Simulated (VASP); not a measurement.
# PbO in VASP: notebook

The runs below take PbO through single point, with PBE, r2SCAN.

All numbers are computed with VASP 6.6.1; they aren't measurements. Logs are shortened: lines on timing, memory, paths and dates and some standing lists are left out, and cuts for length are marked.

## Step 1: The cell of the first run

The structure is trigonal, space group P3m1 (No. 156). Conventional cell: a = 4.200 Å, b = 4.200 Å, c = 5.851 Å, α = 90.00°, β = 90.00°, γ = 120.00°. Within 3.0 Å of Pb (site symmetry 3m) lie 4 O at 2.24 to 2.49 Å. Pb (site symmetry 3m) has 4 O at 2.36 to 2.52 Å within 3.1 Å. Within 3.0 Å of O (site symmetry 3m) lie 4 Pb at 2.24 to 2.52 Å. O (site symmetry 3m) has 4 Pb at 2.36 to 2.49 Å within 3.1 Å.

## Step 2: Single point, PBE (atom 3 (O) moved 0.12 Å along z)

INCAR

```
SYSTEM = PbO
PREC = Accurate
ENCUT = 520
EDIFF = 1E-6
ISMEAR = 0
SIGMA = 0.05
LREAL = .False.
LASPH = .True.
NELM = 100
ALGO = Normal
ISIF = 2
LWAVE = .False.
LCHARG = .True.
GGA = PE
LELF = .True.
LVHAR = .True.
NBANDS = 28
```

KPOINTS

```
regular mesh
0
Gamma
  10 10 6
  0 0 0
```

POSCAR

```
PbO
1.0
    4.1996609317      0.0000000000      0.0000000000
   -2.0998304658      3.6370130541      0.0000000000
    0.0000000000      0.0000000000      5.8509445696
Pb O
2 2
Direct
    0.6666666667      0.3333333333      0.0144180024
    0.3333333333      0.6666666667      0.5144180024
    0.6666666667      0.3333333333      0.6312915065
    0.3333333333      0.6666666667      0.1107819976
```

Potentials or basis: VASP PAW PBE potentials, release 64 (Pb_d, O).

The run is started by

```sh
> cat potpaw_PBE.64/Pb_d/POTCAR potpaw_PBE.64/O/POTCAR > POTCAR
> mpirun -np 1 vasp_std > vasp.out
```

OUTCAR:

```text
SYSTEM = PbO
   PREC = Accurate
   ENCUT = 520
   EDIFF = 1E-6
   ISMEAR = 0
   LREAL = .False.
   LASPH = .True.
   NELM = 100
   ISIF = 2
   GGA = PE

 ion  position               nearest neighbor table
   1  0.667  0.333  0.014-   3 2.24   4 2.49   4 2.49   4 2.49   2 3.80   2 3.80   2 3.80   2 3.80
                             2 3.80   2 3.80
   2  0.333  0.667  0.514-   4 2.36   3 2.52   3 2.52   3 2.52   1 3.80   1 3.80   1 3.80   1 3.80
                             1 3.80   1 3.80
   3  0.667  0.333  0.631-   1 2.24   2 2.52   2 2.52   2 2.52
   4  0.333  0.667  0.111-   2 2.36   1 2.49   1 2.49   1 2.49

  LATTYP: Found a hexagonal cell.
 ALAT       =     4.1996609317
 C/A-ratio  =     1.3931945137

  Lattice vectors:

 A1 = (   4.1996609317,   0.0000000000,   0.0000000000)
 A2 = (  -2.0998304658,   3.6370130541,   0.0000000000)
 A3 = (   0.0000000000,   0.0000000000,   5.8509445696)

Analysis of symmetry for initial positions (statically):
=====================================================================
 Subroutine PRICEL returns:
 Original cell was already a primitive cell.

 Routine SETGRP: Setting up the symmetry group for a
 hexagonal supercell.

 Subroutine GETGRP returns: Found  6 space group operations
 (whereof  6 operations were pure point group operations)
 out of a pool of 24 trial point group operations.

The static configuration has the point symmetry C_3v.

Analysis of symmetry for dynamics (positions and initial velocities):
=====================================================================
 Subroutine PRICEL returns:
 Original cell was already a primitive cell.

 Routine SETGRP: Setting up the symmetry group for a
 hexagonal supercell.

 Subroutine GETGRP returns: Found  6 space group operations
 (whereof  6 operations were pure point group operations)
 out of a pool of 24 trial point group operations.

The dynamic configuration has the point symmetry C_3v.

 Subroutine INISYM returns: Found  6 space group operations
 (whereof  6 operations are pure point group operations),
 and found     1 'primitive' translations

----------------------------------------------------------------------------------------

                                     Primitive cell

  volume of cell :      89.3686

  direct lattice vectors                    reciprocal lattice vectors
     4.199660932  0.000000000  0.000000000     0.238114461  0.137475448  0.000000000
    -2.099830466  3.637013054  0.000000000     0.000000000  0.274950897  0.000000000
     0.000000000  0.000000000  5.850944570     0.000000000  0.000000000  0.170912575

[... 90 lines left out ...]
   NSW    =      0    number of steps for IOM
   IBRION =     -1    ionic relax: 0-MD 1-quasi-New 2-CG
   NFREE  =      0    steps in history (QN), initial steepest desc. (CG)
   ISIF   =      2    stress and relaxation
   ISYM   =      2    0-nonsym 1-usesym 2-fastsym
   POTIM  = 0.5000    time-step for ionic-motion
   TEBEG  =    0.0;   TEEND  =   0.0 temperature during run
   PSTRESS=    0.0 pullay stress
   NELECT =      40.0000    total number of electrons
   NUPDOWN=      -1.0000    fix difference up-down
   EMIN   =  10.00;   EMAX   =-10.00  energy-range for DOS
   EFERMI =   0.00;   METHOD = LEGACY
   ISMEAR =     0;   SIGMA  =   0.05  broadening in eV -4-tet -1-fermi 0-gaus
   EFERMI_NEDOS =   21; number of points for ismear=-14 and -15
   IALGO  =     38    algorithm
   IMIX   =      4    mixing-type and parameters
     AMIX     =   0.40;   BMIX     =  1.00
     AMIX_MAG =   1.60;   BMIX_MAG =  1.00
  volume/ion in A,a.u.               =      22.34       150.77
  Fermi-wavevector in a.u.,A,eV,Ry     =   1.252275  2.366457 21.336566  1.568193
  Thomas-Fermi vector in A             =   2.386183
   LORBIT       =      0    0 simple, 1 ext, 2 COOP (PROOUT), +10 PAW based schemes
   GGA     = PE    functional components
   LHFCALC =     F    Hartree Fock is set to
   AEXX    =    0.0000 exact exchange contribution
   IVDW    =     0    specifies the selected vdW correction
   LEPSILON=     F    determine dielectric tensor
   LRPA    =     F    only Hartree local field effects (RPA)
 non-spin polarized calculation
 Gauss-broadening in eV      SIGMA  =   0.05
  energy-cutoff  :      520.00
  volume of cell :       89.37
 maximum number of plane-waves:      2439
 NGX is ok and might be reduce to    32
   NGX = 15   NGY = 15   NGZ = 21

 number of electron      40.0000005 magnetization

 Free energy of the ion-electron system (eV)
  ---------------------------------------------------
  ext. energy  EPLUGINS =         0.00000000
  ---------------------------------------------------
  free energy    TOTEN  =       -20.85339504 eV

  energy without entropy =      -20.85339504  energy(sigma->0) =      -20.85339504

 E-fermi :   4.5436     XC(G=0):  -9.2337

 val. band max:        4.2571731078   @ k =   0.3000   0.3000   0.3333
 cond. band min:       5.9345640787   @ k =   0.5000   0.0000   0.5000
 fundamental gap:      1.6773909709
 Fermi energy:         4.5435963015

 k-point     1 :       0.0000    0.0000    0.0000
  band No.  band energies     occupation
      1     -13.4698      2.00000
      2     -13.1178      2.00000
      3     -12.0087      2.00000
      4     -12.0087      2.00000
      5     -11.9480      2.00000
      6     -11.9480      2.00000
[... 733 lines left out ...]
     27      12.1236      0.00000
     28      13.9413      0.00000

 [... further k-points ...]

------------------------ aborting loop because EDIFF is reached ----------------------------------------

  FORCE on cell =-STRESS in cart. coord.  units (eV):
  Direction    XX          YY          ZZ          XY          YZ          ZX
  --------------------------------------------------------------------------------------
  -------------------------------------------------------------------------------------
  Total        0.0158801      0.0158801      1.0993428      0.0000000      0.0000000      0.0000000
  in kB        0.2846951      0.2846951     19.7087302      0.0000000      0.0000000      0.0000000
  external PRESSURE =       6.7593735 kB  Pullay stress =       0.0000000 kB

 VOLUME and BASIS-vectors are now :
 -----------------------------------------------------------------------------
  energy-cutoff  :      520.00
  volume of cell :       89.37
      direct lattice vectors                 reciprocal lattice vectors
     4.199660932  0.000000000  0.000000000     0.238114461  0.137475448  0.000000000
    -2.099830466  3.637013054  0.000000000     0.000000000  0.274950897  0.000000000
     0.000000000  0.000000000  5.850944570     0.000000000  0.000000000  0.170912575

 POSITION                                       TOTAL-FORCE (eV/Angst)
 -----------------------------------------------------------------------------------
      2.09983      1.21234      0.08436        -0.000000     -0.000000      0.570096
     -0.00000      2.42468      3.00983        -0.000000      0.000000      0.048921
      2.09983      1.21234      3.69365         0.000000     -0.000000     -0.671541
     -0.00000      2.42468      0.64818         0.000000     -0.000000      0.052524
 -----------------------------------------------------------------------------------
    total drift:                                0.000000      0.000000     -0.001441

  FREE ENERGIE OF THE ION-ELECTRON SYSTEM (eV)
  ---------------------------------------------------
  free  energy   TOTEN  =       -20.8533950374 eV

  energy  without entropy=      -20.8533950374  energy(sigma->0) =      -20.85339504
```

OSZICAR:

```text
N       E                     dE             d eps       ncg     rms          rms(c)
DAV:   1     0.482697975162E+03    0.48270E+03   -0.19977E+04  4032   0.165E+03
DAV:   2     0.412009226266E+02   -0.44150E+03   -0.42372E+03  4152   0.447E+02
DAV:   3    -0.227981435492E+02   -0.63999E+02   -0.62186E+02  5180   0.186E+02
DAV:   4    -0.257353190617E+02   -0.29372E+01   -0.29288E+01  4644   0.428E+01
DAV:   5    -0.258326290862E+02   -0.97310E-01   -0.97301E-01  4768   0.829E+00    0.128E+01
DAV:   6    -0.214336440769E+02    0.43990E+01   -0.28240E+01  6164   0.374E+01    0.743E+00
DAV:   7    -0.208915179159E+02    0.54213E+00   -0.47956E+00  5224   0.156E+01    0.240E+00
DAV:   8    -0.208485863838E+02    0.42932E-01   -0.63126E-01  4268   0.628E+00    0.537E-01
DAV:   9    -0.208534125853E+02   -0.48262E-02   -0.48359E-02  5580   0.187E+00    0.473E-01
DAV:  10    -0.208514661858E+02    0.19464E-02   -0.89992E-03  4968   0.877E-01    0.188E-01
DAV:  11    -0.208532891730E+02   -0.18230E-02   -0.31826E-03  4716   0.507E-01    0.932E-02
DAV:  12    -0.208533589821E+02   -0.69809E-04   -0.61273E-04  5288   0.224E-01    0.279E-02
DAV:  13    -0.208533793833E+02   -0.20401E-04   -0.11001E-04  5100   0.147E-01    0.998E-03
DAV:  14    -0.208533935728E+02   -0.14190E-04   -0.23429E-05  5160   0.417E-02    0.424E-03
DAV:  15    -0.208533949381E+02   -0.13652E-05   -0.35169E-06  3816   0.376E-02    0.190E-03
DAV:  16    -0.208533950374E+02   -0.99317E-07   -0.67656E-07  3280   0.790E-03
   1 F= -.20853395E+02 E0= -.20853395E+02  d E =-.488589E-17
```

Wall time 3.8 min (1 thread of AMD EPYC 7R13, shared host); peak memory 0.27 GiB.

What came out:

| Quantity | Value |
| --- | --- |
| Free energy | -20.8534 eV |
| Pressure | 0.7 GPa |
| Largest force | 0.672 eV/Å |
| Band gap on the k mesh | 1.68 eV (least direct gap 2.05 eV) |

Forces on the atoms (eV/Å):
```
Pb   0.000  0.000  0.570
Pb   0.000  0.000  0.049
O    0.000  0.000 -0.672
O    0.000  0.000  0.053
```

Caveat: the cell differs from its parent crystal (atom 3 (O) moved 0.12 Å along z); spin-orbit coupling is left out, which moves the levels of the heavy elements. A k mesh can miss the band edges.

## Step 3: Single point, r2SCAN

Edit POSCAR of step 2 so:

```diff
@@ -10,3 +10,3 @@
     0.3333333333      0.6666666667      0.5144180024
-    0.6666666667      0.3333333333      0.6312915065
+    0.6666666667      0.3333333333      0.6107819976
     0.3333333333      0.6666666667      0.1107819976
```

INCAR.step1

```
SYSTEM = PbO
  ALGO = Normal
  EDIFF = 1E-4
  ENCUT = 520
  GGA = PE
  ISMEAR = 0
  LASPH = .TRUE.
  LCHARG = .FALSE.
  LREAL = .FALSE.
  LWAVE = .TRUE.
  NBANDS = 28
  NELM = 60
  PREC = Accurate
  SIGMA = 0.05
```

INCAR.step2

```
SYSTEM = PbO
  ALGO = Normal
  EDIFF = 1E-7
  ENCUT = 520
  ISIF = 2
  ISMEAR = 0
  ISTART = 1
  LASPH = .TRUE.
  LCHARG = .TRUE.
  LELF = .TRUE.
  LMIXTAU = .TRUE.
  LREAL = .FALSE.
  LVHAR = .TRUE.
  LWAVE = .FALSE.
  METAGGA = R2SCAN
  NBANDS = 28
  NELM = 60
  PREC = Accurate
  SIGMA = 0.05
```

KPOINTS

```
k-points
0
G
  10 10 6
  0 0 0
```

Potentials or basis: VASP PAW PBE potentials, release 64 (Pb_d, O).

The run is started by

```sh
> cat potpaw_PBE.64/Pb_d/POTCAR potpaw_PBE.64/O/POTCAR > POTCAR
> cp INCAR.step1 INCAR
> mpirun -np 1 vasp_std > vasp.out
> cp INCAR.step2 INCAR
> mpirun -np 1 vasp_std > vasp.out
```

Run time: 14 min. Hardware: 1 thread of AMD EPYC 7R13, shared host; peak memory 0.27 GiB.

The run converged. Its results:

```yaml
Free_energy: -128.5334 eV
Pressure: -2.1 GPa
Largest_force: 0.046 eV/Å
Band_gap_on_the_k_mesh: 2.10 eV (least direct gap 2.51 eV)
```

Forces on the atoms (eV/Å):
```
Pb   0.000  0.000 -0.046
Pb   0.000  0.000 -0.046
O    0.000  0.000  0.046
O    0.000  0.000  0.046
```

Stress tensor (GPa, compression positive):
```
-1.88  0.00  0.00
 0.00 -1.88  0.00
 0.00  0.00 -2.60
```

Levels at points of the mesh, in eV from the valence-band top:
| k point | band 17 | band 18 | band 19 | band 20 | band 21 | band 22 | band 23 | band 24 |
| --- | --- | --- | --- | --- | --- | --- | --- | --- |
| (0.00, 0.00, 0.00) | -2.75 | -2.08 | -2.08 | -2.06 | 3.85 | 5.08 | 5.08 | 5.77 |
| (0.50, 0.00, 0.00) | -2.87 | -2.46 | -0.90 | -0.57 | 2.37 | 3.51 | 5.01 | 5.72 |
| (0.00, 0.00, 0.50) | -2.40 | -2.40 | -1.65 | -1.65 | 3.79 | 3.79 | 5.26 | 5.26 |
| (0.50, 0.00, 0.50) | -2.66 | -2.66 | -0.67 | -0.67 | 2.15 | 2.15 | 5.13 | 5.13 |

Caveat: the PAW data sets were made with another functional, which shifts forces and pressure a little; spin-orbit coupling is left out, which moves the levels of the heavy elements. A k mesh can miss the band edges.

## Step 4: Single point, PBE

This run uses another cell than the first one, of 22.79 Å³/atom.

INCAR

```
SYSTEM = PbO
ALGO = Normal
EDIFF = 1E-6
ENCUT = 520
GGA = PE
ISIF = 2
ISMEAR = 0
LASPH = .TRUE.
LCHARG = .FALSE.
LREAL = .FALSE.
LWAVE = .FALSE.
NBANDS = 28
NELM = 60
PREC = Accurate
SIGMA = 0.05
```

KPOINTS is that of step 3.

Edit POSCAR of step 3 so:

```diff
@@ -3,3 +3,3 @@
     4.1996609317      0.0000000000      0.0000000000
-   -2.0998304658      3.6370130541      0.0000000000
+   -2.0998304658      3.7097533152      0.0000000000
     0.0000000000      0.0000000000      5.8509445696
```

The run is started by

```sh
> cat potpaw_PBE.64/Pb_d/POTCAR potpaw_PBE.64/O/POTCAR > POTCAR
> mpirun -np 1 vasp_std > vasp.out
```

Wall time 7.9 min (1 thread of AMD EPYC 7R13, shared host); peak memory 0.36 GiB.

It converged, with:

| Property | Result |
| --- | --- |
| Free energy | -20.8834 eV |
| Pressure | -1.2 GPa |
| Largest force | 0.036 eV/Å |
| Band gap on the k mesh | 1.91 eV (least direct gap 2.27 eV) |

Forces in eV/Å, atoms in the order of the input:
```
Pb   0.000 -0.035  0.005
Pb   0.000  0.035  0.005
O    0.000  0.009 -0.005
O    0.000 -0.009 -0.005
```

Stress tensor (GPa, compression positive):
```
-1.32  0.00  0.00
 0.00 -1.41  0.00
 0.00  0.00 -0.95
```

Levels at points of the mesh, in eV from the valence-band top:
```
           k point  band 17  band 18  band 19  band 20  band 21  band 22  band 23  band 24
(0.00, 0.00, 0.00)    -2.54    -1.86    -1.86    -1.85     3.67     4.62     4.77     5.24
(0.50, 0.00, 0.00)    -2.66    -2.23    -0.84    -0.60     2.26     3.32     4.71     5.41
(0.00, 0.50, 0.00)    -2.64    -2.20    -0.81    -0.52     2.21     3.26     4.68     5.34
(0.00, 0.00, 0.50)    -2.19    -2.19    -1.49    -1.49     3.55     3.55     4.77     4.77
(0.50, 0.00, 0.50)    -2.43    -2.43    -0.65    -0.65     2.00     2.00     4.85     4.85
(0.00, 0.50, 0.50)    -2.42    -2.42    -0.61    -0.61     1.94     1.94     4.88     4.88
```

Caveat: spin-orbit coupling is left out, which moves the levels of the heavy elements. A k mesh can miss the band edges.

## Step 5: Summary

| level | cell | gap on the mesh (eV) | pressure (GPa) | largest force (eV/Å) |
| --- | --- | --- | --- | --- |
| PBE | a = 4.200, b = 4.200, c = 5.851 Å, angles 90.0, 90.0, 120.0°, 4 atoms, atomic positions A | 1.68 | 0.7 | 0.67 |
| r2SCAN | a = 4.200, b = 4.200, c = 5.851 Å, angles 90.0, 90.0, 120.0°, 4 atoms, atomic positions B | 2.10 | -2.1 | 0.05 |
| PBE | a = 4.200, b = 4.263, c = 5.851 Å, angles 90.0, 90.0, 119.5°, 4 atoms, atomic positions B | 1.91 | -1.2 | 0.04 |

Alike in all rows: task single point; potentials or basis VASP PAW PBE potentials, release 64 (Pb_d, O); no spin polarisation; k mesh 10 × 10 × 6; cutoff (eV) 520; smearing gaussian 0.05 eV.

Caveats: spin-orbit coupling is left out, which moves the levels of the heavy elements; the PAW data sets were made with another functional, which shifts forces and pressure a little (at least some runs).

Total energies depend on the potentials used, so only differences within one code and one set of settings carry meaning.
